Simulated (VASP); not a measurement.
A run of VASP 6.6.1 is set up as follows.

Contents of INCAR:

```
PREC = Accurate
ENCUT = 520
EDIFF = 1E-7
ISMEAR = 0
SIGMA = 0.1
LREAL = False
LASPH = True
NELM = 100
ALGO = Normal
ISIF = 2
LWAVE = False
LCHARG = False
GGA = PE
NBANDS = 16
```

File KPOINTS:

```
Automatic mesh
0
Gamma
  6 6 6
```

Contents of POSCAR:

```
AgCl
1.0
   -1.9853914300      1.9853914300      2.7024536600
    1.9853914300     -1.9853914300      2.7024536600
    1.9853914300      1.9853914300     -2.7024536600
Ag Cl
1 1
Direct
    0.0559029400      0.0559029400      0.0000000000
    0.4440970600      0.4440970600      0.0000000000
```

Potentials or basis: VASP PAW PBE potentials, release 64 (Ag, Cl).

Launch:

```console
$ cat potpaw_PBE.64/Ag/POTCAR potpaw_PBE.64/Cl/POTCAR > POTCAR
$ mpirun -np 1 vasp_std > vasp.out
```

Task: Estimate the band gap on the k mesh.

Result: 1.29 eV, indirect (least direct gap 1.71 eV).

Task: Estimate the largest force.

Result: 4.494 eV/Å.

Stress tensor (GPa, compression positive):
```
 1.88  0.00  0.00
 0.00  1.88  0.00
 0.00  0.00 37.35
```

Caveat: forces of over 1 eV/Å act on the atoms, so gaps and moduli don't describe the material at rest. A k mesh can miss the band edges.
